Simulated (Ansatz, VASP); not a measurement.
# Cd3N2: VASP beside Ansatz

```
Cd N
1.0
     6.45843    0.00000    0.00000
    -3.22921    5.59316    0.00000
     0.00000    0.00000    4.02286
Cd N
3 2
Cartesian
  3.2292 0.0000 0.0000
  -1.6146 2.7966 0.0000
  1.6146 2.7966 0.0000
  0.0000 0.0000 2.5663
  0.0000 0.0000 1.4565
```

Alike in both runs: functional PBE; k mesh 6 × 6 × 8; occupations gaussian, width 0.1 eV; no spin polarisation.

Ansatz relaxed the structure, and its values are those at the end. VASP's run is a single point on that final structure, the one shown.

|  | VASP | Ansatz |
| --- | --- | --- |
| version | VASP 6.6.1 | Ansatz 0.2.0 |
| potentials or method | VASP PAW PBE potentials, release 64 (Cd_sv_GW, N), cutoff 700 eV | scalar-relativistic, plane waves, PAW |
| valence electrons in the cell | 70 | 70 |

|  | VASP | Ansatz | Ansatz less VASP |
| --- | --- | --- | --- |
| gap on the k mesh at the Fermi level (eV) | none | none | - |
| pressure (GPa) | 0.5 | 0.0 | -0.54 |
| rms of the force components (eV/Å) | 0.536 | 0.000 | -0.5361 |

A gap of «none» marks a metal or a gap that the smearing closes. One of these differences is far larger than is usual between the two programs; its cause wasn't traced. The functional is the same, so the differences come from potentials, cutoffs and numerics.

Noted on VASP's run: the standard files for N, O and F lose accuracy on very short bonds.
